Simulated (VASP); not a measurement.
A run of VASP 6.6.1 is set up as follows.

File INCAR:

```
SYSTEM = W
PREC = Accurate
ENCUT = 520
EDIFF = 1E-7
ISMEAR = 0
SIGMA = 0.15
LREAL = .False.
LASPH = .True.
NELM = 80
ALGO = Fast
ISIF = 2
LWAVE = .False.
LCHARG = .False.
GGA = CA
NBANDS = 13
```

KPOINTS

```
regular mesh
0
Gamma
  20 20 20
  0 0 0
```

The input POSCAR:

```
W
1.0
    0.0000000000      1.9864787842      2.2099576474
    1.9864787842      0.0000000000      2.2099576474
    1.9864787842      1.9864787842      0.0000000000
W
1
Direct
    0.0000000000      0.0000000000      0.0000000000
```

Potentials or basis: VASP PAW LDA potentials, release 64 (W_sv).

Launch:

```bash
$ cat potpaw_LDA.64/W_sv/POTCAR > POTCAR
$ mpirun -np 1 vasp_std > vasp.out
```

Problem. Predict the band gap on the k mesh.

Solution. Zero (bands 7 and 8 overlap by 3.89 eV).

Problem. Predict the pressure.

Solution. -25.7 GPa.

Stress tensor (GPa, compression positive):
```
-29.30   0.00   0.00
  0.00 -29.30   0.00
  0.00   0.00 -18.53
```

Caveat: the cell differs from its parent crystal (engineering shear strain xz +0.0000, normal strain along z +0.1125); the stress differs along the axes, from -29 to -19 GPa; spin-orbit coupling is left out, which moves the levels of the heavy elements.
